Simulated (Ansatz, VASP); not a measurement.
## Ni in VASP and in Ansatz

```xyz
2
Lattice="0.0000 2.2962 2.2962 2.2962 0.0000 2.2962 2.2962 2.2962 0.0000" Properties=species:S:1:pos:R:3 pbc="T T T"
Ni    2.2962    2.2962    2.2962
Ni    3.4443    3.4443    3.4443
```

Alike in both runs: task relaxation of cell and atoms; functional PBEsol; k mesh 6 × 6 × 6; occupations gaussian, width 0.1 eV; collinear spin.

|  | VASP | Ansatz |
| --- | --- | --- |
| version | VASP 6.6.1 | Ansatz 0.2.0 |
| potentials or method | VASP PAW PBE potentials, release 64 (Ni), cutoff 600 eV | scalar-relativistic, plane waves, PAW |
| valence electrons in the cell | 20 | 36 |

|  | VASP | Ansatz | Ansatz less VASP |
| --- | --- | --- | --- |
| gap on the k mesh at the Fermi level, each at its own relaxed structure (eV) | none | none | - |
| net moment per atom (μB) | 0.80 | 0.81 | +0.009 |
| size of the moment on the site where the two differ most (μB) | 0.80 | 0.84 | +0.040 |
| relaxed volume (Å³/atom) | 15.70 | 15.72 | +0.021 |
| relaxed cell length with the largest relative difference (Å) | 3.541 | 3.543 | +0.0016 |

VASP's potentials were made for PBE, not for PBEsol. Site moments also hang on the region over which each program counts them. A gap of «none» marks a metal or a gap that the smearing closes. VASP's potentials hold 20 valence electrons a cell and Ansatz's 36, so a difference there can come from the potentials and not from the codes.

The k mesh is coarse, so the values compare programs but aren't converged. Noted on VASP's run: the volume moved by over 15 % at a fixed basis, so the end points are rough.
